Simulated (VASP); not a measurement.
# Nb (Fm-3m) in VASP: further runs

The runs below take Nb through single point, with LDA.

All numbers are computed with VASP 6.6.1; they aren't measurements. Logs are shortened: lines on timing, memory, paths and dates and some standing lists are left out, and cuts for length are marked.

## Step 1: The cell of the first run

Symmetry: Fm-3m, No. 225, cubic system. The conventional cell has a = 4.144 Å, b = 4.144 Å, c = 4.144 Å, α = 90.00°, β = 90.00°, γ = 90.00°. Nb (site symmetry m-3m) has 12 Nb at 2.93 Å within 3.9 Å.

## Step 2: Single point, LDA (volume scaled by 0.94)

Input file INCAR:

```
PREC = Accurate
ENCUT = 520
EDIFF = 1E-7
ISMEAR = -1
SIGMA = 0.03
LREAL = F
LASPH = T
NELM = 80
ALGO = Normal
ISIF = 2
LWAVE = F
LCHARG = F
NBANDS = 12
```

Input file KPOINTS:

```
regular mesh
0
Gamma
  13 13 13
```

Input file POSCAR:

```
Nb
1.0
    0.0000000000      2.0718246199      2.0718246199
    2.0718246199      0.0000000000      2.0718246199
    2.0718246199      2.0718246199      0.0000000000
Nb
1
Direct
    0.0000000000      0.0000000000      0.0000000000
```

Potentials or basis: VASP PAW LDA potentials, release 64 (Nb_sv).

Started as:

```sh
$ cat potpaw_LDA.64/Nb_sv/POTCAR > POTCAR
$ mpirun -np 1 vasp_std > vasp.out
```

OUTCAR:

```text
PREC = Accurate
   ENCUT = 520
   EDIFF = 1E-7
   ISMEAR = -1
   LREAL = F
   LASPH = T
   NELM = 80
   ISIF = 2

 ion  position               nearest neighbor table
   1  0.000  0.000  0.000-

  LATTYP: Found a face centered cubic cell.
 ALAT       =     4.1436492398

  Lattice vectors:

 A1 = (   0.0000000000,   2.0718246199,   2.0718246199)
 A2 = (   2.0718246199,   0.0000000000,   2.0718246199)
 A3 = (   2.0718246199,   2.0718246199,   0.0000000000)

Analysis of symmetry for initial positions (statically):
=====================================================================
 Subroutine PRICEL returns:
 Original cell was already a primitive cell.

 Routine SETGRP: Setting up the symmetry group for a
 face centered cubic supercell.

 Subroutine GETGRP returns: Found 48 space group operations
 (whereof 48 operations were pure point group operations)
 out of a pool of 48 trial point group operations.

The static configuration has the point symmetry O_h .

Analysis of symmetry for dynamics (positions and initial velocities):
=====================================================================
 Subroutine PRICEL returns:
 Original cell was already a primitive cell.

 Routine SETGRP: Setting up the symmetry group for a
 face centered cubic supercell.

 Subroutine GETGRP returns: Found 48 space group operations
 (whereof 48 operations were pure point group operations)
 out of a pool of 48 trial point group operations.

The dynamic configuration has the point symmetry O_h .

 Subroutine INISYM returns: Found 48 space group operations
 (whereof 48 operations are pure point group operations),
 and found     1 'primitive' translations

----------------------------------------------------------------------------------------

                                     Primitive cell

  volume of cell :      17.7864

  direct lattice vectors                    reciprocal lattice vectors
     0.000000000  2.071824620  2.071824620    -0.241333168  0.241333168  0.241333168
     2.071824620  0.000000000  2.071824620     0.241333168 -0.241333168  0.241333168
     2.071824620  2.071824620  0.000000000     0.241333168  0.241333168 -0.241333168

  length of vectors
     2.930002476  2.930002476  2.930002476     0.418001309  0.418001309  0.418001309

  position of ions in fractional coordinates (direct lattice)
     0.000000000  0.000000000  0.000000000

  ion indices of the primitive-cell ions
   primitive index   ion index
[... 73 lines left out ...]
   EDIFF  = 0.1E-06   stopping-criterion for ELM
   LREAL  =      F    real-space projection
   EDIFFG = 0.1E-05   stopping-criterion for IOM
   NSW    =      0    number of steps for IOM
   IBRION =     -1    ionic relax: 0-MD 1-quasi-New 2-CG
   NFREE  =      0    steps in history (QN), initial steepest desc. (CG)
   ISIF   =      2    stress and relaxation
   ISYM   =      2    0-nonsym 1-usesym 2-fastsym
   POTIM  = 0.5000    time-step for ionic-motion
   TEBEG  =    0.0;   TEEND  =   0.0 temperature during run
   PSTRESS=    0.0 pullay stress
   NELECT =      13.0000    total number of electrons
   NUPDOWN=      -1.0000    fix difference up-down
   EMIN   =  10.00;   EMAX   =-10.00  energy-range for DOS
   EFERMI =   0.00;   METHOD = LEGACY
   ISMEAR =    -1;   SIGMA  =   0.03  broadening in eV -4-tet -1-fermi 0-gaus
   EFERMI_NEDOS =   21; number of points for ismear=-14 and -15
   IALGO  =     38    algorithm
   IMIX   =      4    mixing-type and parameters
     AMIX     =   0.40;   BMIX     =  1.00
     AMIX_MAG =   1.60;   BMIX_MAG =  1.00
  volume/ion in A,a.u.               =      17.79       120.03
  Fermi-wavevector in a.u.,A,eV,Ry     =   1.474664  2.786710 29.587675  2.174633
  Thomas-Fermi vector in A             =   2.589407
   LORBIT       =      0    0 simple, 1 ext, 2 COOP (PROOUT), +10 PAW based schemes
   GGA     = CA    functional components
   LHFCALC =     F    Hartree Fock is set to
   AEXX    =    0.0000 exact exchange contribution
   IVDW    =     0    specifies the selected vdW correction
   LEPSILON=     F    determine dielectric tensor
   LRPA    =     F    only Hartree local field effects (RPA)
 non-spin polarized calculation
  energy-cutoff  :      520.00
  volume of cell :       17.79
 maximum number of plane-waves:       531
 NGX is ok and might be reduce to    24
   NGX = 11   NGY = 11   NGZ = 11

 number of electron      13.0000000 magnetization

 Free energy of the ion-electron system (eV)
  ---------------------------------------------------
  ext. energy  EPLUGINS =         0.00000000
  ---------------------------------------------------
  free energy    TOTEN  =       -10.88839097 eV

  energy without entropy =      -10.88311090  energy(sigma->0) =      -10.88575093

 E-fermi :  11.5243     XC(G=0): -12.7827

 val. band max:       11.4851386093   @ k =  -0.3077   0.4615   0.1538
 cond. band min:      11.5298738250   @ k =  -0.4615   0.2308   0.0000
 fundamental gap:      0.0447352157
 Fermi energy:        11.5243334265

 k-point     1 :       0.0000    0.0000    0.0000
  band No.  band energies     occupation
      1     -42.9002      2.00000
      2     -18.3316      2.00000
      3     -18.3316      2.00000
      4     -18.3316      2.00000
      5       5.2123      2.00000
      6      11.5781      0.28584
      7      11.5781      0.28584
      8      11.5781      0.28584
      9      14.3525      0.00000
     10      14.3525      0.00000
     11      23.4649      0.00000
     12      28.4101      0.00000
[... 331 lines left out ...]
 k-point    24 :       0.4615    0.1538    0.0000
  band No.  band energies     occupation
      1     -42.6475      2.00000
      2     -19.5835      2.00000
      3     -18.6779      2.00000
      4     -18.5904      2.00000
      5       8.1739      2.00000
      6      10.4202      2.00000
      7      11.5665      0.39424
      8      12.2508      0.00000
      9      16.5907      0.00000
     10      17.0490      0.00000
     11      22.8909      0.00000
     12      25.4003      0.00000

 [... further k-points ...]
[... 5 lines left out ...]
  --------------------------------------------------------------------------------------
  -------------------------------------------------------------------------------------
  Total       -0.0290199     -0.0290199     -0.0290199      0.0000000      0.0000000      0.0000000
  in kB       -2.6140730     -2.6140730     -2.6140730      0.0000000      0.0000000      0.0000000
  external PRESSURE =      -2.6140730 kB  Pullay stress =       0.0000000 kB

 VOLUME and BASIS-vectors are now :
 -----------------------------------------------------------------------------
  energy-cutoff  :      520.00
  volume of cell :       17.79
      direct lattice vectors                 reciprocal lattice vectors
     0.000000000  2.071824620  2.071824620    -0.241333168  0.241333168  0.241333168
     2.071824620  0.000000000  2.071824620     0.241333168 -0.241333168  0.241333168
     2.071824620  2.071824620  0.000000000     0.241333168  0.241333168 -0.241333168

 POSITION                                       TOTAL-FORCE (eV/Angst)
 -----------------------------------------------------------------------------------
      0.00000      0.00000      0.00000         0.000000      0.000000     -0.000000
 -----------------------------------------------------------------------------------
    total drift:                                0.000000      0.000000      0.000000

  FREE ENERGIE OF THE ION-ELECTRON SYSTEM (eV)
  ---------------------------------------------------
  free  energy   TOTEN  =       -10.8883909670 eV

  energy  without entropy=      -10.8831109023  energy(sigma->0) =      -10.88575093
```

OSZICAR:

```text
N       E                     dE             d eps       ncg     rms          rms(c)
DAV:   1     0.118975704862E+03    0.11898E+03   -0.71737E+03  2024   0.109E+03
DAV:   2    -0.610894735202E+01   -0.12508E+03   -0.12053E+03  2160   0.405E+02
DAV:   3    -0.109844120117E+02   -0.48755E+01   -0.46427E+01  2964   0.710E+01
DAV:   4    -0.113422299615E+02   -0.35782E+00   -0.35419E+00  2968   0.163E+01
DAV:   5    -0.113553485997E+02   -0.13119E-01   -0.13108E-01  3016   0.285E+00    0.708E+00
DAV:   6    -0.109401789965E+02    0.41517E+00   -0.62036E-01  3272   0.102E+01    0.253E+00
DAV:   7    -0.108856757030E+02    0.54503E-01   -0.18381E-01  3312   0.538E+00    0.913E-01
DAV:   8    -0.108883133567E+02   -0.26377E-02   -0.11935E-02  2420   0.139E+00    0.398E-02
DAV:   9    -0.108883815262E+02   -0.68170E-04   -0.79903E-04  3352   0.301E-01    0.289E-02
DAV:  10    -0.108883896357E+02   -0.81095E-05   -0.16259E-05  2480   0.409E-02    0.198E-02
DAV:  11    -0.108883909158E+02   -0.12802E-05   -0.13205E-05  2632   0.614E-02    0.197E-03
DAV:  12    -0.108883909670E+02   -0.51148E-07   -0.89118E-07  2744   0.817E-03
   1 F= -.10888391E+02 E0= -.10885751E+02  d E =-.528006E-02
```

stdout:

```text
POSCAR found type information on POSCAR Nb
 POSCAR found :  1 types and       1 ions
 scaLAPACK will be used
 LDA part: xc-table for (Slater(with rela. corr.)+CA(PZ))
 , standard interpolation
 POSCAR, INCAR and KPOINTS ok, starting setup
 FFT: planning ... GRIDC
 FFT: planning ... GRID_SOFT
 FFT: planning ... GRID
 WAVECAR not read
 entering main loop
```

Run time: 6.1 s. Hardware: 1 thread of Intel Xeon 6975P-C (Granite Rapids), shared host; peak memory 0.13 GiB.

What came out:

```yaml
Free_energy: -10.8884 eV
Pressure: -0.3 GPa
```

Levels at points of the mesh, in eV from the Fermi level:
```csv
k point,band 2,band 3,band 4,band 5,band 6,band 7,band 8,band 9,band 10,band 11
"(0.00, 0.00, 0.00)",-29.86,-29.86,-29.86,-6.31,0.05,0.05,0.05,2.83,2.83,11.94
```

## Step 3: Single point, LDA (volume scaled by 0.98)

Input file INCAR:

```
SYSTEM = Nb
PREC = Accurate
ENCUT = 520
EDIFF = 1E-6
ISMEAR = -1
SIGMA = 0.03
LREAL = .False.
LASPH = .True.
NELM = 60
ALGO = Normal
ISIF = 2
LWAVE = .False.
LCHARG = .False.
GGA = CA
NBANDS = 12
```

Input file KPOINTS:

```
regular mesh
0
Gamma
  13 13 13
  0 0 0
```

Input file POSCAR:

```
Nb
1.0
    0.0000000000      2.1008049414      2.1008049414
    2.1008049414      0.0000000000      2.1008049414
    2.1008049414      2.1008049414      0.0000000000
Nb
1
Direct
    0.0000000000      0.0000000000      0.0000000000
```

Potentials or basis: VASP PAW LDA potentials, release 64 (Nb_sv).

Started as:

```sh
$ cat potpaw_LDA.64/Nb_sv/POTCAR > POTCAR
$ mpirun -np 1 vasp_std > vasp.out
```

OUTCAR:

```text
SYSTEM = Nb
   PREC = Accurate
   ENCUT = 520
   EDIFF = 1E-6
   ISMEAR = -1
   LREAL = .False.
   LASPH = .True.
   NELM = 60
   ISIF = 2
   GGA = CA

 ion  position               nearest neighbor table
   1  0.000  0.000  0.000-

  LATTYP: Found a face centered cubic cell.
 ALAT       =     4.2016098828

  Lattice vectors:

 A1 = (   0.0000000000,   2.1008049414,   2.1008049414)
 A2 = (   2.1008049414,   0.0000000000,   2.1008049414)
 A3 = (   2.1008049414,   2.1008049414,   0.0000000000)

Analysis of symmetry for initial positions (statically):
=====================================================================
 Subroutine PRICEL returns:
 Original cell was already a primitive cell.

 Routine SETGRP: Setting up the symmetry group for a
 face centered cubic supercell.

 Subroutine GETGRP returns: Found 48 space group operations
 (whereof 48 operations were pure point group operations)
 out of a pool of 48 trial point group operations.

The static configuration has the point symmetry O_h .

Analysis of symmetry for dynamics (positions and initial velocities):
=====================================================================
 Subroutine PRICEL returns:
[... 160 lines left out ...]
 Fermi energy:        10.9148583297

 k-point     1 :       0.0000    0.0000    0.0000
  band No.  band energies     occupation
      1     -43.5374      2.00000
      2     -19.0562      2.00000
      3     -19.0562      2.00000
      4     -19.0562      2.00000
      5       4.7089      2.00000
      6      11.0109      0.07832
      7      11.0109      0.07832
      8      11.0109      0.07832
      9      13.6262      0.00000
     10      13.6262      0.00000
     11      22.8287      0.00000
     12      27.5858      0.00000
[... 331 lines left out ...]
 k-point    24 :       0.4615    0.1538    0.0000
  band No.  band energies     occupation
      1     -43.3242      2.00000
      2     -20.1535      2.00000
      3     -19.3603      2.00000
      4     -19.2844      2.00000
      5       7.6996      2.00000
      6       9.8969      2.00000
      7      10.9316      0.72749
      8      11.6504      0.00000
      9      15.7330      0.00000
     10      16.1732      0.00000
     11      21.8084      0.00000
     12      24.5698      0.00000

 [... further k-points ...]
[... 5 lines left out ...]
  --------------------------------------------------------------------------------------
  -------------------------------------------------------------------------------------
  Total       -0.8505447     -0.8505447     -0.8505447     -0.0000000      0.0000000     -0.0000000
  in kB      -73.4886991    -73.4886991    -73.4886991     -0.0000000      0.0000000     -0.0000000
  external PRESSURE =     -73.4886991 kB  Pullay stress =       0.0000000 kB

 VOLUME and BASIS-vectors are now :
 -----------------------------------------------------------------------------
  energy-cutoff  :      520.00
  volume of cell :       18.54
      direct lattice vectors                 reciprocal lattice vectors
     0.000000000  2.100804941  2.100804941    -0.238004010  0.238004010  0.238004010
     2.100804941  0.000000000  2.100804941     0.238004010 -0.238004010  0.238004010
     2.100804941  2.100804941  0.000000000     0.238004010  0.238004010 -0.238004010

 POSITION                                       TOTAL-FORCE (eV/Angst)
 -----------------------------------------------------------------------------------
      0.00000      0.00000      0.00000        -0.000000     -0.000000     -0.000000
 -----------------------------------------------------------------------------------
    total drift:                                0.000000      0.000000      0.000000

  FREE ENERGIE OF THE ION-ELECTRON SYSTEM (eV)
  ---------------------------------------------------
  free  energy   TOTEN  =       -10.8705211429 eV

  energy  without entropy=      -10.8654373515  energy(sigma->0) =      -10.86797925
```

OSZICAR:

```text
N       E                     dE             d eps       ncg     rms          rms(c)
DAV:   1     0.118761908525E+03    0.11876E+03   -0.71240E+03  2040   0.108E+03
DAV:   2    -0.601271280389E+01   -0.12477E+03   -0.12040E+03  2200   0.402E+02
DAV:   3    -0.110555448899E+02   -0.50428E+01   -0.47193E+01  3024   0.721E+01
DAV:   4    -0.113683953063E+02   -0.31285E+00   -0.30796E+00  2872   0.150E+01
DAV:   5    -0.113813165979E+02   -0.12921E-01   -0.12914E-01  3104   0.275E+00    0.669E+00
DAV:   6    -0.109281655953E+02    0.45315E+00   -0.68006E-01  3272   0.105E+01    0.235E+00
DAV:   7    -0.108685313699E+02    0.59634E-01   -0.19177E-01  3320   0.536E+00    0.920E-01
DAV:   8    -0.108704633284E+02   -0.19320E-02   -0.11927E-02  2468   0.139E+00    0.377E-02
DAV:   9    -0.108705122117E+02   -0.48883E-04   -0.75279E-04  3400   0.294E-01    0.263E-02
DAV:  10    -0.108705196820E+02   -0.74703E-05   -0.12358E-05  2552   0.367E-02    0.176E-02
DAV:  11    -0.108705211268E+02   -0.14448E-05   -0.10677E-05  2584   0.548E-02    0.192E-03
DAV:  12    -0.108705211429E+02   -0.16104E-07   -0.74147E-07  1712   0.870E-03
   1 F= -.10870521E+02 E0= -.10867979E+02  d E =-.508379E-02
```

stdout:

```text
POSCAR found type information on POSCAR Nb
 POSCAR found :  1 types and       1 ions
 scaLAPACK will be used
 LDA part: xc-table for (Slater(with rela. corr.)+CA(PZ))
 , standard interpolation
 POSCAR, INCAR and KPOINTS ok, starting setup
 FFT: planning ... GRIDC
 FFT: planning ... GRID_SOFT
 FFT: planning ... GRID
 WAVECAR not read
 entering main loop
```

Run time: 6.3 s. Hardware: 1 thread of Intel Xeon 6975P-C (Granite Rapids), shared host; peak memory 0.13 GiB.

What came out:

```yaml
Free_energy: -10.8705 eV
Pressure: -7.3 GPa
```
